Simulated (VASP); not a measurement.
Here is a VASP 6.6.1 calculation.

File INCAR:

```
ALGO = Normal
EDIFF = 1E-6
EDIFFG = -0.04
ENCUT = 600
GGA = PE
IBRION = 2
ISIF = 3
ISMEAR = 0
LASPH = True
LCHARG = False
LREAL = False
LWAVE = False
NELM = 80
NSW = 90
PREC = Accurate
SIGMA = 0.1
```

File KPOINTS:

```
k-points
0
Gamma
  4 4 2
```

Contents of POSCAR:

```
Ca3TeRu2
1.0
    3.9022678500      0.0000000000      0.0000000000
    0.0000000000      3.9022678500      0.0000000000
    0.0000000000      0.0000000000      8.5967760700
Ca Te Ru
3 1 2
Direct
    0.5000000000      0.5000000000      0.0000000000
    0.0000000000      0.5000000000      0.3786259900
    0.5000000000      0.0000000000      0.6213740100
    0.0000000000      0.0000000000      0.0000000000
    0.0000000000      0.5000000000      0.7376120100
    0.5000000000      0.0000000000      0.2623879900
```

Potentials or basis: VASP PAW PBE potentials, release 64 (Ca_sv, Te, Ru_pv).

The run is started by

```sh
$ cat potpaw_PBE.64/Ca_sv/POTCAR potpaw_PBE.64/Te/POTCAR potpaw_PBE.64/Ru_pv/POTCAR > POTCAR
$ mpirun -np 1 vasp_std > vasp.out
```

Estimate the relaxed cell.

a = 4.562 Å, b = 4.562 Å, c = 7.002 Å, α = 90.00°, β = 90.00°, γ = 90.00°.

Predict the relaxed volume.

24.28 Å³/atom.

Step by step:
| step | energy change (eV) | largest force (eV/Å) | pressure (GPa) | volume (Å³) |
| --- | --- | --- | --- | --- |
| 1 | 0.0000 | 0.7955 | 8.14 | 130.91 |
| 2 | -0.6732 | 0.8965 | -2.44 | 152.83 |
| 3 | -0.6741 | 0.8891 | -2.10 | 151.77 |
| 4 | -1.0073 | 1.0613 | -1.85 | 149.37 |
| 5 | -1.5538 | 0.5936 | 1.16 | 140.30 |
| 6 | -1.5558 | 0.4859 | 2.08 | 138.50 |
| 7 | -1.6233 | 0.3467 | -1.06 | 146.94 |
| 8 | -1.6259 | 0.3593 | -0.57 | 145.45 |
| 9 | -1.6473 | 0.0893 | 0.28 | 144.66 |
| 10 | -1.6473 | 0.0906 | 0.32 | 144.62 |
| 11 | -1.6494 | 0.0636 | -0.18 | 146.13 |
| 12 | -1.6495 | 0.0674 | -0.12 | 145.91 |
| 13 | -1.6503 | 0.0386 | 0.01 | 145.70 |

Caveat: the k points lie up to 0.45 Å⁻¹ apart in the final cell, too coarse for converged energies and pressures of a metal; a cell axis changed by over 15 % at a fixed basis, so the end point is rough.
